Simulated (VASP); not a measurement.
# CO2 (I-42d) in VASP: a series of runs

The runs below take CO2 through single point, with LDA, r2SCAN, PBEsol+D3(BJ).

Program: VASP 6.6.1. These are calculated values, not measurements. Logs are shortened: lines on timing, memory, paths and dates and some standing lists are left out, and cuts for length are marked.

### Step 1. The cell of the first run

Symmetry: I-42d, No. 122, tetragonal system. The conventional cell has a = 3.949 Å, b = 3.949 Å, c = 6.028 Å, α = 90.00°, β = 90.00°, γ = 90.00°. Within 1.9 Å of O (site symmetry 2) lie 2 C at 1.40 Å. Within 1.9 Å of C (site symmetry -4) lie 4 O at 1.40 Å.

### Step 2. Single point, LDA

The input, INCAR:

```
SYSTEM = CO2
PREC = Accurate
ENCUT = 520
EDIFF = 1E-7
ISMEAR = 0
SIGMA = 0.01
LREAL = .FALSE.
LASPH = .TRUE.
NELM = 80
ALGO = Normal
ISIF = 2
LWAVE = .FALSE.
LCHARG = .FALSE.
GGA = CA
NBANDS = 25
```

The input, KPOINTS:

```
regular mesh
0
G
  10 10 10
  0 0 0
```

The input, POSCAR:

```
CO2
1.0
   -1.9747270000      1.9747270000      3.0140580000
    1.9747270000     -1.9747270000      3.0140580000
    1.9747270000      1.9747270000     -3.0140580000
O C
4 2
Direct
    0.8750000000      0.9597980000      0.5847980000
    0.3750000000      0.2902020000      0.4152020000
    0.0402020000      0.6250000000      0.9152020000
    0.7097980000      0.1250000000      0.0847980000
    0.0000000000      0.0000000000      0.0000000000
    0.7500000000      0.2500000000      0.5000000000
```

Potentials or basis: VASP PAW LDA potentials, release 64 (O, C).

Run with:

```sh
$ cat potpaw_LDA.64/O/POTCAR potpaw_LDA.64/C/POTCAR > POTCAR
$ mpirun -np 1 vasp_std > vasp.out
```

OUTCAR:

```text
SYSTEM = CO2
   PREC = Accurate
   ENCUT = 520
   EDIFF = 1E-7
   ISMEAR = 0
   LREAL = .FALSE.
   LASPH = .TRUE.
   NELM = 80
   ISIF = 2
   GGA = CA

 ion  position               nearest neighbor table
   1  0.875  0.960  0.585-   5 1.40   6 1.40
   2  0.375  0.290  0.415-   5 1.40   6 1.40
   3  0.040  0.625  0.915-   6 1.40   5 1.40
   4  0.710  0.125  0.085-   5 1.40   6 1.40
   5  0.000  0.000  0.000-   1 1.40   2 1.40   4 1.40   3 1.40
   6  0.750  0.250  0.500-   1 1.40   3 1.40   4 1.40   2 1.40

  LATTYP: Found a body centered tetragonal cell.
 ALAT       =     3.9494540000
 C/A-ratio  =     1.5263162959

  Lattice vectors:

 A1 = (  -1.9747270000,   1.9747270000,   3.0140580000)
 A2 = (   1.9747270000,  -1.9747270000,   3.0140580000)
 A3 = (   1.9747270000,   1.9747270000,  -3.0140580000)

Analysis of symmetry for initial positions (statically):
=====================================================================
 Subroutine PRICEL returns:
 Original cell was already a primitive cell.

 Routine SETGRP: Setting up the symmetry group for a
 body centered tetragonal supercell.

 Subroutine GETGRP returns: Found  8 space group operations
 (whereof  4 operations were pure point group operations)
 out of a pool of 16 trial point group operations.

The static configuration has the point symmetry S_4 .
 The point group associated with its full space group is D_2d.

Analysis of symmetry for dynamics (positions and initial velocities):
=====================================================================
 Subroutine PRICEL returns:
 Original cell was already a primitive cell.

 Routine SETGRP: Setting up the symmetry group for a
 body centered tetragonal supercell.

 Subroutine GETGRP returns: Found  8 space group operations
 (whereof  4 operations were pure point group operations)
 out of a pool of 16 trial point group operations.

The dynamic configuration has the point symmetry S_4 .
 The point group associated with its full space group is D_2d.

 Subroutine INISYM returns: Found  8 space group operations
 (whereof  4 operations are pure point group operations),
 and found     1 'primitive' translations

----------------------------------------------------------------------------------------

                                     Primitive cell

  volume of cell :      47.0138

  direct lattice vectors                    reciprocal lattice vectors
[... 93 lines left out ...]
   ENCUT  =  520.0 eV  38.22 Ry    6.18 a.u.   7.64  7.64  7.64*2*pi/ulx,y,z
   NELM   =     80;   NELMIN=  2; NELMDL= -5     # of ELM steps
   EDIFF  = 0.1E-06   stopping-criterion for ELM
   LREAL  =      F    real-space projection
   EDIFFG = 0.1E-05   stopping-criterion for IOM
   NSW    =      0    number of steps for IOM
   IBRION =     -1    ionic relax: 0-MD 1-quasi-New 2-CG
   NFREE  =      0    steps in history (QN), initial steepest desc. (CG)
   ISIF   =      2    stress and relaxation
   ISYM   =      2    0-nonsym 1-usesym 2-fastsym
   POTIM  = 0.5000    time-step for ionic-motion
   TEBEG  =    0.0;   TEEND  =   0.0 temperature during run
   PSTRESS=    0.0 pullay stress
   NELECT =      32.0000    total number of electrons
   NUPDOWN=      -1.0000    fix difference up-down
   EMIN   =  10.00;   EMAX   =-10.00  energy-range for DOS
   EFERMI =   0.00;   METHOD = LEGACY
   ISMEAR =     0;   SIGMA  =   0.01  broadening in eV -4-tet -1-fermi 0-gaus
   EFERMI_NEDOS =   21; number of points for ismear=-14 and -15
   IALGO  =     38    algorithm
   IMIX   =      4    mixing-type and parameters
     AMIX     =   0.40;   BMIX     =  1.00
     AMIX_MAG =   1.60;   BMIX_MAG =  1.00
  volume/ion in A,a.u.               =       7.84        52.88
  Fermi-wavevector in a.u.,A,eV,Ry     =   1.440068  2.721333 28.215694  2.073795
  Thomas-Fermi vector in A             =   2.558853
   LORBIT       =      0    0 simple, 1 ext, 2 COOP (PROOUT), +10 PAW based schemes
   GGA     = CA    functional components
   LHFCALC =     F    Hartree Fock is set to
   AEXX    =    0.0000 exact exchange contribution
   IVDW    =     0    specifies the selected vdW correction
   LEPSILON=     F    determine dielectric tensor
   LRPA    =     F    only Hartree local field effects (RPA)
 non-spin polarized calculation
 Gauss-broadening in eV      SIGMA  =   0.01
  energy-cutoff  :      520.00
  volume of cell :       47.01
 maximum number of plane-waves:      1307
   NGX = 15   NGY = 15   NGZ = 15

 number of electron      32.0000003 magnetization

 Free energy of the ion-electron system (eV)
  ---------------------------------------------------
  ext. energy  EPLUGINS =         0.00000000
  ---------------------------------------------------
  free energy    TOTEN  =       -49.02556840 eV

  energy without entropy =      -49.02556840  energy(sigma->0) =      -49.02556840

 E-fermi :   2.0414     XC(G=0): -11.6893

 val. band max:        1.9436623082   @ k =   0.5000  -0.0000   0.0000
 cond. band min:       9.3284235373   @ k =   0.0000   0.0000   0.0000
 fundamental gap:      7.3847612291
 Fermi energy:         2.0414213991

 k-point     1 :       0.0000    0.0000    0.0000
  band No.  band energies     occupation
      1     -21.8321      2.00000
      2     -16.7003      2.00000
      3     -16.7003      2.00000
      4     -16.0846      2.00000
      5     -12.5551      2.00000
      6      -7.7591      2.00000
[... 661 lines left out ...]
     24      16.1685      0.00000
     25      16.6113      0.00000

 [... further k-points ...]
[... 5 lines left out ...]
  --------------------------------------------------------------------------------------
  -------------------------------------------------------------------------------------
  Total       -3.3717945     -3.3717945     -3.6702601      0.0000000      0.0000000      0.0000000
  in kB     -114.9068610   -114.9068610   -125.0782214      0.0000000      0.0000000      0.0000000
  external PRESSURE =    -118.2973145 kB  Pullay stress =       0.0000000 kB

 VOLUME and BASIS-vectors are now :
 -----------------------------------------------------------------------------
  energy-cutoff  :      520.00
  volume of cell :       47.01
      direct lattice vectors                 reciprocal lattice vectors
    -1.974727000  1.974727000  3.014058000     0.000000000  0.253199556  0.165889309
     1.974727000 -1.974727000  3.014058000     0.253199556  0.000000000  0.165889309
     1.974727000  1.974727000 -3.014058000     0.253199556  0.253199556  0.000000000

 POSITION                                       TOTAL-FORCE (eV/Angst)
 -----------------------------------------------------------------------------------
      1.32227      0.98736      3.76757         0.419942      0.000000      0.000000
      0.65246      0.98736      0.75351        -0.419942     -0.000000     -0.000000
      2.96209      0.65246     -0.75351         0.000000     -0.419942     -0.000000
     -0.98736      1.32227      2.26054         0.000000      0.419942      0.000000
      0.00000      0.00000      0.00000         0.000000      0.000000     -0.000000
     -0.00000      1.97473      1.50703         0.000000      0.000000     -0.000000
 -----------------------------------------------------------------------------------
    total drift:                                0.000001      0.000001      0.000001

  FREE ENERGIE OF THE ION-ELECTRON SYSTEM (eV)
  ---------------------------------------------------
  free  energy   TOTEN  =       -49.0255683952 eV

  energy  without entropy=      -49.0255683952  energy(sigma->0) =      -49.02556840
```

stdout:

```text
POSCAR found type information on POSCAR O C
 POSCAR found :  2 types and       6 ions
 scaLAPACK will be used
 LDA part: xc-table for (Slater(with rela. corr.)+CA(PZ))
 , standard interpolation
 POSCAR, INCAR and KPOINTS ok, starting setup
 FFT: planning ... GRIDC
 FFT: planning ... GRID_SOFT
 FFT: planning ... GRID
 WAVECAR not read
 entering main loop
```

It took 2.2 min on 1 thread of Intel Xeon 8259CL, shared host; peak memory 0.21 GiB.

What came out:

| Item | Value |
| --- | --- |
| Free energy | -49.0256 eV |
| Pressure | -11.8 GPa |
| Largest force | 0.420 eV/Å |
| Band gap on the k mesh | 7.38 eV (least direct gap 7.89 eV) |

Forces in eV/Å, atoms in the order of the input:
```
O    0.420  0.000  0.000
O   -0.420  0.000  0.000
O    0.000 -0.420  0.000
O    0.000  0.420  0.000
C    0.000  0.000  0.000
C    0.000  0.000  0.000
```

Levels at points of the mesh, in eV from the valence-band top:
| k point | band 14 | band 15 | band 16 | band 17 | band 18 | band 19 |
| --- | --- | --- | --- | --- | --- | --- |
| (0.00, 0.00, 0.00) | -0.91 | -0.91 | -0.51 | 7.38 | 8.99 | 8.99 |
| (0.50, 0.00, 0.00) | -1.40 | -0.42 | 0.00 | 7.98 | 9.30 | 9.44 |
| (0.50, 0.50, 0.00) | -0.65 | -0.51 | -0.51 | 8.69 | 8.69 | 9.69 |
| (0.50, 0.50, 0.50) | -2.84 | -0.01 | -0.01 | 8.61 | 8.61 | 10.48 |

Caveat: the cell stands under tension. A k mesh can miss the band edges.

### Step 3. Single point, r2SCAN

POSCAR is that of step 2.

The input, INCAR.step1:

```
  ALGO = Normal
  EDIFF = 1E-4
  ENCUT = 520
  GGA = PE
  ISMEAR = 0
  LASPH = True
  LCHARG = False
  LREAL = False
  LWAVE = True
  NBANDS = 25
  NELM = 100
  PREC = Accurate
  SIGMA = 0.01
```

The input, INCAR.step2:

```
  ALGO = Normal
  EDIFF = 1E-6
  ENCUT = 520
  ISIF = 2
  ISMEAR = 0
  ISTART = 1
  LASPH = True
  LCHARG = False
  LMIXTAU = True
  LREAL = False
  LWAVE = False
  METAGGA = R2SCAN
  NBANDS = 25
  NELM = 100
  PREC = Accurate
  SIGMA = 0.01
```

The input, KPOINTS:

```
k-points
0
Gamma
  10 10 10
```

Potentials or basis: VASP PAW PBE potentials, release 64 (O, C).

Run with:

```sh
$ cat potpaw_PBE.64/O/POTCAR potpaw_PBE.64/C/POTCAR > POTCAR
$ cp INCAR.step1 INCAR
$ mpirun -np 1 vasp_std > vasp.out
$ cp INCAR.step2 INCAR
$ mpirun -np 1 vasp_std > vasp.out
```

Wall time 5.7 min (1 thread of Intel Xeon 8259CL, shared host); peak memory 0.23 GiB.

Results (log left out):

```
Free energy            : -49.3506 eV
Pressure               : -5.8 GPa
Largest force          : 0.149 eV/Å
Band gap on the k mesh : 8.40 eV (least direct gap 8.83 eV)
```

Forces in eV/Å, atoms in the order of the input:
```
O    0.149  0.000  0.000
O   -0.149  0.000  0.000
O    0.000 -0.149  0.000
O    0.000  0.149  0.000
C    0.000  0.000  0.000
C    0.000  0.000  0.000
```

Stress tensor (GPa, compression positive):
```
-5.31  0.00  0.00
 0.00 -5.31  0.00
 0.00  0.00 -6.90
```

Levels at points of the mesh, in eV from the valence-band top:
| k point | band 14 | band 15 | band 16 | band 17 | band 18 | band 19 |
| --- | --- | --- | --- | --- | --- | --- |
| (0.00, 0.00, 0.00) | -0.82 | -0.82 | -0.43 | 8.40 | 9.73 | 10.02 |
| (0.50, 0.00, 0.00) | -1.38 | -0.40 | 0.00 | 8.94 | 10.11 | 10.43 |
| (0.50, 0.50, 0.00) | -0.66 | -0.52 | -0.52 | 9.54 | 9.54 | 10.71 |
| (0.50, 0.50, 0.50) | -2.87 | -0.02 | -0.02 | 9.64 | 9.64 | 11.39 |

Caveat: the cell stands under tension; the PAW data sets were made with another functional, which shifts forces and pressure a little.

### Step 4. Single point, PBEsol+D3(BJ)

This run uses another cell than the first one, of 7.52 Å³/atom.

The input, INCAR:

```
ALGO = Normal
EDIFF = 1E-6
ENCUT = 520
GGA = PS
ISIF = 2
ISMEAR = -1
IVDW = 12
LASPH = True
LCHARG = False
LREAL = False
LWAVE = False
NBANDS = 25
NELM = 100
PREC = Accurate
SIGMA = 0.05
```

The input, KPOINTS:

```
k-points
0
Gamma
  9 9 9
```

The input, POSCAR:

```
CO2
1.0
   -1.9502648024      1.9502648024      2.9649579321
    1.9502648024     -1.9502648024      2.9649579321
    1.9502648024      1.9502648024     -2.9649579321
O C
4 2
Direct
    0.8750000000      0.9560265981      0.5810265981
    0.3750000000      0.2939734019      0.4189734019
    0.0439734019      0.6250000000      0.9189734019
    0.7060265981      0.1250000000      0.0810265981
    0.0000000000      0.0000000000      0.0000000000
    0.7500000000      0.2500000000      0.5000000000
```

Run with:

```sh
$ cat potpaw_PBE.64/O/POTCAR potpaw_PBE.64/C/POTCAR > POTCAR
$ mpirun -np 1 vasp_std > vasp.out
```

It took 68 s on 1 thread of Oxide Virtual Turin-like, shared host; peak memory 0.18 GiB.

Results (log left out):

- Free energy: -46.5157 eV
- Pressure: 1.8 GPa
- Largest force: 0.103 eV/Å
- Band gap on the k mesh: 7.61 eV (least direct gap 8.02 eV)
- Dispersion energy per atom: -0.069 eV

Forces in eV/Å, atoms in the order of the input:
```
O   -0.103  0.000  0.000
O    0.103  0.000  0.000
O    0.000  0.103  0.000
O    0.000 -0.103  0.000
C    0.000  0.000  0.000
C    0.000  0.000  0.000
```

Stress tensor (GPa, compression positive):
```
1.90 0.00 0.00
0.00 1.90 0.00
0.00 0.00 1.56
```

Levels at points of the mesh, in eV from the valence-band top:
| k point | band 12 | band 13 | band 14 | band 15 | band 16 | band 17 | band 18 | band 19 | band 20 | band 21 |
| --- | --- | --- | --- | --- | --- | --- | --- | --- | --- | --- |
| (0.00, 0.00, 0.00) | -1.30 | -1.30 | -0.86 | -0.86 | -0.41 | 7.61 | 9.51 | 9.51 | 9.56 | 12.36 |

Caveat: the PAW data sets were made with another functional, which shifts forces and pressure a little. A k mesh can miss the band edges.

### Step 5. The runs side by side

| level | potentials or basis | cell | k mesh | smearing | gap on the mesh (eV) | pressure (GPa) | largest force (eV/Å) |
| --- | --- | --- | --- | --- | --- | --- | --- |
| LDA | VASP PAW LDA potentials, release 64 (O, C) | a = 4.109 Å, angles 122.6, 122.6, 85.6°, 6 atoms, atomic positions A | 10 × 10 × 10 | gaussian 0.01 eV | 7.38 | -11.8 | 0.42 |
| r2SCAN | VASP PAW PBE potentials, release 64 (O, C) | a = 4.109 Å, angles 122.6, 122.6, 85.6°, 6 atoms, atomic positions A | 10 × 10 × 10 | gaussian 0.01 eV | 8.40 | -5.8 | 0.15 |
| PBEsol+D3(BJ) | VASP PAW PBE potentials, release 64 (O, C) | a = 4.049 Å, angles 122.4, 122.4, 85.9°, 6 atoms, atomic positions B | 9 × 9 × 9 | fermi-dirac 0.05 eV | 7.61 | 1.8 | 0.10 |

Alike in all rows: task single point; no spin polarisation; cutoff (eV) 520.

Caveats: the cell stands under tension (at least some runs); the PAW data sets were made with another functional, which shifts forces and pressure a little (at least some runs).

Absolute energies hang on the potentials; compare differences alone.
